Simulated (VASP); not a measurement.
Crystal: SrO.

```
Sr O
1.0
     0.00000    2.56500    2.56500
     2.56500    0.00000    2.56500
     2.56500    2.56500    0.00000
Sr O
1 1
Direct
  0.00000 0.00000 0.00000
  0.50000 0.50000 0.50000
```

```yaml
Program: VASP 6.6.1
Task: relaxation of cell and atoms
Functional: PBE
Potentials_or_basis: VASP PAW PBE potentials, release 64 (Sr_sv, O)
Cutoff: 600 eV
k_mesh: 8 × 8 × 8
Occupations: fermi-dirac, width 0.02 eV
Spin: no spin polarisation
```

At the start: pressure 4.0 GPa; volume 16.88 Å³/atom.

Problem. Where does the relaxation end?

Solution. Over 3 steps the energy falls by 8.9 meV/atom and the volume is 17.62 Å³/atom (+4.4 %); space group Fm-3m (No. 225, to 0.1 Å) before and after.

The path:
```csv
step,energy change (eV),largest force (eV/Å),pressure (GPa),volume (Å³)
1,0.0000,0.0000,3.98,33.75
2,-0.0150,0.0000,-1.38,35.84
3,-0.0177,0.0000,0.01,35.23
```

Final structure:
```xyz
2
Lattice="0.0000 2.6020 2.6020 2.6020 0.0000 2.6020 2.6020 2.6020 0.0000" Properties=species:S:1:pos:R:3 pbc="T T T"
Sr    0.0000    0.0000    0.0000
O     2.6020    2.6020    2.6020
```
